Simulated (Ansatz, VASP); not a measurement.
**InSe in VASP and in Ansatz**

File INCAR:

```
SYSTEM = InSe
  ALGO = Normal
  EDIFF = 1E-6
  ENCUT = 520
  GGA = PS
  ISIF = 2
  ISMEAR = -1
  LASPH = .True.
  LCHARG = .False.
  LREAL = .False.
  LWAVE = .False.
  NBANDS = 27
  NELM = 80
  PREC = Accurate
  SIGMA = 0.02
```

The input KPOINTS:

```
k-points
0
Gamma
  7 7 6
  0 0 0
```

Contents of POSCAR:

```
InSe
1.0
    5.7505446231     -2.0139000000      0.0000000000
    5.7505446231      2.0139000000      0.0000000000
   -1.5674273823      0.0000000000      4.3236564064
In Se
2 2
Direct
    0.8840000000      0.8840000000      0.0050000000
    0.1160000000      0.1160000000      0.9950000000
    0.6600000000      0.6600000000      0.6420000000
    0.3400000000      0.3400000000      0.3580000000
```

Input for Ansatz:

```yaml
crystal:
  lattice:
    - [5.7505446231, -2.0139, 0.0]
    - [5.7505446231, 2.0139, 0.0]
    - [-1.5674273823, 0.0, 4.3236564064]
  atoms:
    - { symbol: In, position: [0.884, 0.884, 0.005] }
    - { symbol: In, position: [0.116, 0.116, 0.995] }
    - { symbol: Se, position: [0.66, 0.66, 0.642] }
    - { symbol: Se, position: [0.34, 0.34, 0.358] }
kpoints:
  mp_grid: { grid: [7, 7, 6] }
  band_path:
    path:
      - [0.0, 0.0, 0.0]
      - [-0.2846914931, 0.2846914931, 0.0]
      - [-0.7153085069, -0.2846914931, 0.0]
      - [-0.5, -0.5, 0.0]
      - [0.0, 0.0, 0.0]
      - [-0.5, -0.5, 0.5]
      - [-0.7448765044, -0.2551234956, 0.5]
      - [-0.2551234956, 0.2551234956, 0.5]
      - [0.0, 0.0, 0.5]
    npoints: 5
scf:
  occupations: { method: fermi_dirac, width: 0.02 }
hamiltonian:
  xc: pbesol
  pseudopotentials: { kind: all_electron, lapw: { basis_error: 0.0005 } }
output:
  forces: true
  stress: true
  eigenvalues: true
```

Change from the starting cell: equal xx and yy strain of -2 %.

Alike in both runs: task single point; functional PBEsol; k mesh 7 × 7 × 6; occupations fermi-dirac, width 0.02 eV; no spin polarisation.

|  | VASP | Ansatz |
| --- | --- | --- |
| version | VASP 6.6.1 | Ansatz 0.2.0 |
| potentials or method | VASP PAW PBE potentials, release 64 (In_d, Se), cutoff 520 eV | all-electron LAPW, scalar-relativistic |

```tsv
	VASP	Ansatz	Ansatz less VASP
gap on the k mesh at the Fermi level (eV)	1.03	1.04	+0.005
pressure (GPa)	2.7	2.6	-0.09
traceless stress, the component that is largest in VASP (GPa)	3.29	3.29	-0.004
rms of the force components (eV/Å)	0.418	0.416	-0.0017
```

VASP's potentials were made for PBE, not for PBEsol. Atom by atom the forces differ by 0.010 eV/Å (rms over components). Ansatz ran all-electron here, and VASP with PAW potentials.
